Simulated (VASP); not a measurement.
# Ir (P6_3/mmc) in VASP: notebook, part 2 of 2

VASP 6.6.1.

### Step 3. Single point, PBE

This run uses another cell than the first one, of 13.84 Å³/atom, 1.078 times its volume.

Input file INCAR:

```
SYSTEM = Ir
  ALGO = Normal
  EDIFF = 1E-6
  ENCUT = 520
  GGA = PE
  ISIF = 2
  ISMEAR = -1
  LASPH = .TRUE.
  LCHARG = .FALSE.
  LREAL = .FALSE.
  LWAVE = .FALSE.
  NBANDS = 16
  NELM = 80
  PREC = Accurate
  SIGMA = 0.05
```

Input file KPOINTS:

```
k-points
0
G
  9 9 5
  0 0 0
```

Input file POSCAR:

```
Ir
1.0
    2.7001889567      0.0000000000      0.0000000000
   -1.3500944784      2.3384322315      0.0000000000
    0.0000000000      0.0000000000      4.3826761556
Ir
2
Direct
    0.3333333333      0.6666666667      0.2500000000
    0.6666666667      0.3333333333      0.7500000000
```

Potentials or basis: VASP PAW PBE potentials, release 64 (Ir).

Command:

```bash
$ cat potpaw_PBE.64/Ir/POTCAR > POTCAR
$ mpirun -np 1 vasp_std > vasp.out
```

OUTCAR:

```text
SYSTEM = Ir
   EDIFF = 1E-6
   ENCUT = 520
   GGA = PE
   ISIF = 2
   ISMEAR = -1
   LASPH = .TRUE.
   LREAL = .FALSE.
   NELM = 80
   PREC = Accurate

 ion  position               nearest neighbor table
   1  0.333  0.667  0.250-   2 2.69   2 2.69   2 2.69   2 2.69   2 2.69   2 2.69
   2  0.667  0.333  0.750-   1 2.69   1 2.69   1 2.69   1 2.69   1 2.69   1 2.69

  LATTYP: Found a hexagonal cell.
 ALAT       =     2.7001889567
 C/A-ratio  =     1.6230998000

  Lattice vectors:

 A1 = (   2.7001889567,   0.0000000000,   0.0000000000)
 A2 = (  -1.3500944784,   2.3384322315,   0.0000000000)
 A3 = (   0.0000000000,   0.0000000000,   4.3826761556)

Analysis of symmetry for initial positions (statically):
=====================================================================
 Subroutine PRICEL returns:
 Original cell was already a primitive cell.

 Routine SETGRP: Setting up the symmetry group for a
 hexagonal supercell.

 Subroutine GETGRP returns: Found 24 space group operations
 (whereof 12 operations were pure point group operations)
 out of a pool of 24 trial point group operations.

The static configuration has the point symmetry D_3d.
 The point group associated with its full space group is D_6h.

Analysis of symmetry for dynamics (positions and initial velocities):
=====================================================================
 Subroutine PRICEL returns:
 Original cell was already a primitive cell.

 Routine SETGRP: Setting up the symmetry group for a
 hexagonal supercell.

 Subroutine GETGRP returns: Found 24 space group operations
 (whereof 12 operations were pure point group operations)
 out of a pool of 24 trial point group operations.

The dynamic configuration has the point symmetry D_3d.
 The point group associated with its full space group is D_6h.

 Subroutine INISYM returns: Found 24 space group operations
 (whereof 12 operations are pure point group operations),
 and found     1 'primitive' translations

----------------------------------------------------------------------------------------

                                     Primitive cell

  volume of cell :      27.6731

  direct lattice vectors                    reciprocal lattice vectors
     2.700188957  0.000000000  0.000000000     0.370344452  0.213818469  0.000000000
    -1.350094478  2.338432232  0.000000000     0.000000000  0.427636938  0.000000000
     0.000000000  0.000000000  4.382676156     0.000000000  0.000000000  0.228171091

  length of vectors
     2.700188957  2.700188957  4.382676156     0.427636938  0.427636938  0.228171091

  position of ions in fractional coordinates (direct lattice)
     0.333333333  0.666666667  0.250000000
     0.666666667  0.333333333  0.750000000

  ion indices of the primitive-cell ions
   primitive index   ion index
                 1           1
                 2           2

----------------------------------------------------------------------------------------

 KPOINTS: k-points

Automatic generation of k-mesh.
 Grid dimensions read from file:
 generate k-points for:    9    9    5

 Generating k-lattice:

  Cartesian coordinates                     Fractional coordinates (reciprocal lattice)
     0.041149384  0.023757608  0.000000000     0.111111111  0.000000000  0.000000000
     0.000000000  0.047515215  0.000000000     0.000000000  0.111111111  0.000000000
     0.000000000  0.000000000  0.045634218     0.000000000  0.000000000  0.200000000

  Length of vectors
     0.047515215  0.047515215  0.045634218

  Shift w.r.t. Gamma in fractional coordinates (k-lattice)
     0.000000000  0.000000000  0.000000000

 Subroutine IBZKPT returns following result:
 ===========================================

 Found     36 irreducible k-points:

 Following reciprocal coordinates:
            Coordinates               Weight
  0.000000  0.000000  0.000000      1.000000
  0.111111  0.000000  0.000000      6.000000
  0.222222  0.000000  0.000000      6.000000
  0.333333  0.000000  0.000000      6.000000
  0.444444  0.000000  0.000000      6.000000
  0.111111  0.111111  0.000000      6.000000
[... 16 lines left out ...]
  0.333333  0.222222  0.200000     24.000000
  0.333333  0.333333  0.200000      4.000000
 [... further k-points ...]
   k-points           NKPTS =     36   k-points in BZ     NKDIM =     36   number of bands    NBANDS=     16
   number of dos      NEDOS =    301   number of ions     NIONS =      2
   total plane-waves  NPLWV =  14400
   dimension x,y,z NGX =    20 NGY =   20 NGZ =   36
   dimension x,y,z NGXF=    40 NGYF=   40 NGZF=   72
   ions per type =               2
   NGX,Y,Z   is equivalent  to a cutoff of  12.31, 12.31, 13.66 a.u.
   NGXF,Y,Z  is equivalent  to a cutoff of  24.63, 24.63, 27.31 a.u.
 SYSTEM =  Ir
   PREC   = accura    normal or accurate (medium, high low for compatibility)
   ISTART =      0    job   : 0-new  1-cont  2-samecut
   ICHARG =      2    charge: 1-file 2-atom 10-const
   ISPIN  =      1    spin polarized calculation?
   LNONCOLLINEAR =      F non collinear calculations
   LSORBIT =      F    spin-orbit coupling
   LASPH  =      T    aspherical Exc in radial PAW
   ENCUT  =  520.0 eV  38.22 Ry    6.18 a.u.   5.02  5.02  8.15*2*pi/ulx,y,z
   NELM   =     80;   NELMIN=  2; NELMDL= -5     # of ELM steps
   EDIFF  = 0.1E-05   stopping-criterion for ELM
   LREAL  =      F    real-space projection
   EDIFFG = 0.1E-04   stopping-criterion for IOM
   NSW    =      0    number of steps for IOM
   IBRION =     -1    ionic relax: 0-MD 1-quasi-New 2-CG
   NFREE  =      0    steps in history (QN), initial steepest desc. (CG)
   ISIF   =      2    stress and relaxation
   ISYM   =      2    0-nonsym 1-usesym 2-fastsym
   POTIM  = 0.5000    time-step for ionic-motion
   TEBEG  =    0.0;   TEEND  =   0.0 temperature during run
   PSTRESS=    0.0 pullay stress
   NELECT =      18.0000    total number of electrons
   NUPDOWN=      -1.0000    fix difference up-down
   EMIN   =  10.00;   EMAX   =-10.00  energy-range for DOS
   EFERMI =   0.00;   METHOD = LEGACY
   ISMEAR =    -1;   SIGMA  =   0.05  broadening in eV -4-tet -1-fermi 0-gaus
   EFERMI_NEDOS =   21; number of points for ismear=-14 and -15
   IALGO  =     38    algorithm
   IMIX   =      4    mixing-type and parameters
     AMIX     =   0.40;   BMIX     =  1.00
     AMIX_MAG =   1.60;   BMIX_MAG =  1.00
  volume/ion in A,a.u.               =      13.84        93.37
  Fermi-wavevector in a.u.,A,eV,Ry     =   1.418446  2.680475 27.374784  2.011990
  Thomas-Fermi vector in A             =   2.539571
   LORBIT       =      0    0 simple, 1 ext, 2 COOP (PROOUT), +10 PAW based schemes
   GGA     = PE    functional components
   LHFCALC =     F    Hartree Fock is set to
   AEXX    =    0.0000 exact exchange contribution
   IVDW    =     0    specifies the selected vdW correction
   LEPSILON=     F    determine dielectric tensor
   LRPA    =     F    only Hartree local field effects (RPA)
 non-spin polarized calculation
  energy-cutoff  :      520.00
  volume of cell :       27.67
 maximum number of plane-waves:       765
 NGX is ok and might be reduce to    20
   NGX =  9   NGY =  9   NGZ = 17

 number of electron      18.0000001 magnetization

 Free energy of the ion-electron system (eV)
  ---------------------------------------------------
  ext. energy  EPLUGINS =         0.00000000
  ---------------------------------------------------
  free energy    TOTEN  =       -17.46137070 eV

  energy without entropy =      -17.44251306  energy(sigma->0) =      -17.45194188

 E-fermi :  10.8559     XC(G=0): -14.1217

 val. band max:       10.8116778009   @ k =   0.4444   0.1111   0.2000
 cond. band min:      10.8649772587   @ k =   0.3333   0.3333   0.0000
 fundamental gap:      0.0532994578
 Fermi energy:        10.8559044214

 k-point     1 :       0.0000    0.0000    0.0000
  band No.  band energies     occupation
      1      -0.5645      2.00000
      2       2.4784      2.00000
      3       6.8022      2.00000
      4       6.9371      2.00000
      5       6.9371      2.00000
      6       7.6222      2.00000
[... 8 lines left out ...]
     15      27.3131      0.00000
     16      28.4595      0.00000
[... 419 lines left out ...]
 k-point    24 :       0.3333    0.3333    0.2000
  band No.  band energies     occupation
      1       4.1062      2.00000
      2       4.6779      2.00000
      3       4.6779      2.00000
      4       5.6303      2.00000
      5       6.5453      2.00000
      6       6.5453      2.00000
[... 8 lines left out ...]
     15      22.4568      0.00000
     16      23.2725      0.00000

 [... further k-points ...]
[... 5 lines left out ...]
  --------------------------------------------------------------------------------------
  -------------------------------------------------------------------------------------
  Total        3.5990630      3.5990630      3.5948186     -0.0000000     -0.0000000     -0.0000000
  in kB      208.3731231    208.3731231    208.1273906     -0.0000000     -0.0000000     -0.0000000
  external PRESSURE =     208.2912123 kB  Pullay stress =       0.0000000 kB

 VOLUME and BASIS-vectors are now :
 -----------------------------------------------------------------------------
  energy-cutoff  :      520.00
  volume of cell :       27.67
      direct lattice vectors                 reciprocal lattice vectors
     2.700188957  0.000000000  0.000000000     0.370344452  0.213818469  0.000000000
    -1.350094478  2.338432232  0.000000000     0.000000000  0.427636938  0.000000000
     0.000000000  0.000000000  4.382676156     0.000000000  0.000000000  0.228171091

 POSITION                                       TOTAL-FORCE (eV/Angst)
 -----------------------------------------------------------------------------------
     -0.00000      1.55895      1.09567         0.000000     -0.000000      0.000000
      1.35009      0.77948      3.28701        -0.000000      0.000000      0.000000
 -----------------------------------------------------------------------------------
    total drift:                               -0.000000      0.000000     -0.000000

  FREE ENERGIE OF THE ION-ELECTRON SYSTEM (eV)
  ---------------------------------------------------
  free  energy   TOTEN  =       -17.4613707008 eV

  energy  without entropy=      -17.4425130639  energy(sigma->0) =      -17.45194188
```

stdout:

```text
POSCAR found type information on POSCAR Ir
 POSCAR found :  1 types and       2 ions
 scaLAPACK will be used
 LDA part: xc-table for (Slater+PW92), standard interpolation
 POSCAR, INCAR and KPOINTS ok, starting setup
 FFT: planning ... GRIDC
 FFT: planning ... GRID_SOFT
 FFT: planning ... GRID
 WAVECAR not read
 entering main loop
```

It took 22 s on 1 thread of Intel Xeon 8259CL, shared host; peak memory 0.15 GiB.

What came out:

| Property | Result |
| --- | --- |
| Free energy | -17.4614 eV |
| Pressure | 20.8 GPa |
| Band gap on the k mesh | zero (band 9 reaches 11.90 eV, above the bottom of band 10 at 8.67 eV) |

Levels at points of the mesh, in eV from the Fermi level:
| k point | band 7 | band 8 | band 9 | band 10 | band 11 | band 12 |
| --- | --- | --- | --- | --- | --- | --- |
| (0.00, 0.00, 0.00) | -3.23 | -2.41 | -2.41 | -0.84 | 0.34 | 0.34 |

Caveat: spin-orbit coupling is left out, which moves the levels of the heavy elements.

### Step 4. Single point, PBE

This run uses another cell than the first one, of 13.28 Å³/atom, 1.035 times its volume.

Input file INCAR:

```
SYSTEM = Ir
ALGO = Normal
EDIFF = 1E-6
ENCUT = 520
GGA = PE
ISIF = 2
ISMEAR = -1
LASPH = .TRUE.
LCHARG = .FALSE.
LREAL = .FALSE.
LWAVE = .FALSE.
NBANDS = 16
NELM = 60
PREC = Accurate
SIGMA = 0.05
```

KPOINTS is that of step 3.

Input file POSCAR:

```
Ir
1.0
    2.6632094456      0.0000000000      0.0000000000
   -1.3316047228      2.3064070355      0.0000000000
    0.0000000000      0.0000000000      4.3249415443
Ir
2
Direct
    0.3333333333      0.6666666667      0.2500000000
    0.6666666667      0.3333333333      0.7500000000
```

Command:

```bash
$ cat potpaw_PBE.64/Ir/POTCAR > POTCAR
$ mpirun -np 1 vasp_std > vasp.out
```

It took 20 s on 1 thread of Intel Xeon 8259CL, shared host; peak memory 0.14 GiB.

It converged, with:

```
Free energy            : -17.2495 eV
Pressure               : 41.1 GPa
Band gap on the k mesh : zero (band 9 reaches 12.73 eV, above the bottom of band 10 at 9.27 eV)
```

Levels at points of the mesh, in eV from the Fermi level:
```csv
k point,band 7,band 8,band 9,band 10,band 11,band 12
"(0.00, 0.00, 0.00)",-3.45,-2.57,-2.57,-0.95,0.36,0.36
```

Caveat: spin-orbit coupling is left out, which moves the levels of the heavy elements.

### Step 5. Single point, PBE

This run uses another cell than the first one, of 14.56 Å³/atom, 1.135 times its volume.

Input file INCAR:

```
ALGO = Normal
EDIFF = 1E-6
ENCUT = 520
GGA = PE
ISIF = 2
ISMEAR = -1
LASPH = T
LCHARG = F
LREAL = F
LWAVE = F
NBANDS = 16
NELM = 100
PREC = Accurate
SIGMA = 0.05
```

Input file KPOINTS:

```
k-points
0
Gamma
  9 9 5
```

Input file POSCAR:

```
Ir
1.0
    2.7472498965      0.0000000000      0.0000000000
   -1.3736249483      2.3791882009      0.0000000000
    0.0000000000      0.0000000000      4.4554128115
Ir
2
Direct
    0.3333333333      0.6666666667      0.2500000000
    0.6666666667      0.3333333333      0.7500000000
```

Potentials or basis: VASP PAW PBE potentials, release 64 (Ir).

Command:

```bash
$ cat potpaw_PBE.64/Ir/POTCAR > POTCAR
$ mpirun -np 1 vasp_std > vasp.out
```

OUTCAR:

```text
EDIFF = 1E-6
   ENCUT = 520
   GGA = PE
   ISIF = 2
   ISMEAR = -1
   LASPH = T
   LREAL = F
   NELM = 100
   PREC = Accurate

 ion  position               nearest neighbor table
   1  0.333  0.667  0.250-   2 2.73   2 2.73   2 2.73   2 2.73   2 2.73   2 2.73
   2  0.667  0.333  0.750-   1 2.73   1 2.73   1 2.73   1 2.73   1 2.73   1 2.73

  LATTYP: Found a hexagonal cell.
 ALAT       =     2.7472498965
 C/A-ratio  =     1.6217719463

  Lattice vectors:

[... 193 lines left out ...]
      6       6.9788      2.00000
[... 433 lines left out ...]
      3       4.2113      2.00000
      4       5.1195      2.00000
      5       5.9694      2.00000
      6       5.9694      2.00000
[... 8 lines left out ...]
     15      21.0040      0.00000
     16      21.8593      0.00000

 [... further k-points ...]
[... 5 lines left out ...]
  --------------------------------------------------------------------------------------
  -------------------------------------------------------------------------------------
  Total        0.0949593      0.0949593      0.0906776     -0.0000000      0.0000000      0.0000000
  in kB        5.2243593      5.2243593      4.9887944     -0.0000000      0.0000000      0.0000000
  external PRESSURE =       5.1458376 kB  Pullay stress =       0.0000000 kB

 VOLUME and BASIS-vectors are now :
 -----------------------------------------------------------------------------
  energy-cutoff  :      520.00
  volume of cell :       29.12
      direct lattice vectors                 reciprocal lattice vectors
     2.747249897  0.000000000  0.000000000     0.364000378  0.210155716  0.000000000
    -1.373624948  2.379188201  0.000000000     0.000000000  0.420311432  0.000000000
     0.000000000  0.000000000  4.455412811     0.000000000  0.000000000  0.224446093

 POSITION                                       TOTAL-FORCE (eV/Angst)
 -----------------------------------------------------------------------------------
     -0.00000      1.58613      1.11385        -0.000000      0.000000      0.000000
      1.37362      0.79306      3.34156         0.000000      0.000000      0.000000
 -----------------------------------------------------------------------------------
    total drift:                               -0.000000      0.000000     -0.000000

  FREE ENERGIE OF THE ION-ELECTRON SYSTEM (eV)
  ---------------------------------------------------
  free  energy   TOTEN  =       -17.5539304570 eV

  energy  without entropy=      -17.5335823495  energy(sigma->0) =      -17.54375640
```

It took 23 s on 1 thread of Intel Xeon 8259CL, shared host; peak memory 0.15 GiB.

What came out:

* Free energy: -17.5539 eV
* Pressure: 0.5 GPa
* Band gap on the k mesh: zero (band 9 reaches 10.91 eV, above the bottom of band 10 at 7.96 eV)

Caveat: spin-orbit coupling is left out, which moves the levels of the heavy elements.

### Step 6. Overview

```csv
cell,gap on the mesh (eV),pressure (GPa)
"a = 2.632, b = 2.632, c = 4.277 Å, angles 90.0, 90.0, 120.0°, 2 atoms",none,61.5
"a = 2.700, b = 2.700, c = 4.383 Å, angles 90.0, 90.0, 120.0°, 2 atoms",none,20.8
"a = 2.663, b = 2.663, c = 4.325 Å, angles 90.0, 90.0, 120.0°, 2 atoms",none,41.1
"a = 2.747, b = 2.747, c = 4.455 Å, angles 90.0, 90.0, 120.0°, 2 atoms",none,0.5
```

Alike in all rows: task single point; level PBE; potentials or basis VASP PAW PBE potentials, release 64 (Ir); no spin polarisation; k mesh 9 × 9 × 5; cutoff (eV) 520; smearing fermi-dirac 0.05 eV.

Caveats: spin-orbit coupling is left out, which moves the levels of the heavy elements.

Total energies depend on the potentials used, so only differences within one code and one set of settings carry meaning.
